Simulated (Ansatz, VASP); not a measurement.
## Two plane-wave programs on Li2O

The input INCAR:

```
SYSTEM = Li2O
PREC = Accurate
ENCUT = 750
EDIFF = 1E-6
ISMEAR = 0
SIGMA = 0.05
LREAL = .FALSE.
LASPH = .TRUE.
NELM = 120
ALGO = Normal
ISIF = 2
LWAVE = .FALSE.
LCHARG = .FALSE.
GGA = PE
NBANDS = 13
GGA_COMPAT = .FALSE.
```

File KPOINTS:

```
Automatic mesh
0
G
  10 10 10
  0 0 0
```

The input POSCAR:

```
Li2O
1.0
    0.0000000000      2.3095000000      2.3095000000
    2.3095000000      0.0000000000      2.3095000000
    2.3095000000      2.3095000000      0.0000000000
Li O
2 1
Direct
    0.2500000000      0.2500000000      0.2500000000
    0.7500000000      0.7500000000      0.7500000000
    0.0000000000      0.0000000000      0.0000000000
```

Input for Ansatz:

```yaml
crystal:
  lattice:
    - [0.0, 2.3095, 2.3095]
    - [2.3095, 0.0, 2.3095]
    - [2.3095, 2.3095, 0.0]
  atoms:
    - { symbol: Li, position: [0.25, 0.25, 0.25] }
    - { symbol: Li, position: [0.75, 0.75, 0.75] }
    - { symbol: O, position: [0.0, 0.0, 0.0] }
basis:
  ecutwfc: 420
kpoints:
  mp_grid: { grid: [10, 10, 10] }
hamiltonian:
  xc: pbe
scf:
  occupations: { method: gaussian, width: 0.05 }
output:
  forces: true
  stress: true
  eigenvalues: true
  write_density: true
  write_potential: true
  elf: true
  volumetric_format: npy
```

Alike in both runs: task single point; functional PBE; k mesh 10 × 10 × 10; occupations gaussian, width 0.05 eV; no spin polarisation.

|  | VASP | Ansatz |
| --- | --- | --- |
| version | VASP 6.6.1 | Ansatz 0.2.0 |
| potentials or method | VASP PAW PBE potentials, release 64 (Li_sv, O), cutoff 750 eV | scalar-relativistic, plane waves, PAW |
| valence electrons in the cell | 12 | 12 |

Ansatz gave:

| Property | Result |
| --- | --- |
| gap on the k mesh at the Fermi level (eV) | 4.99 |
| least direct gap on the mesh (eV) | 5.27 |
| pressure (GPa) | 0.4 |

**Question.** Estimate VASP's values.

**Answer.** gap on the k mesh at the Fermi level (eV): 4.98; least direct gap on the mesh (eV): 5.27; pressure (GPa): 0.0.

The functional is the same, so the differences come from potentials, cutoffs and numerics.
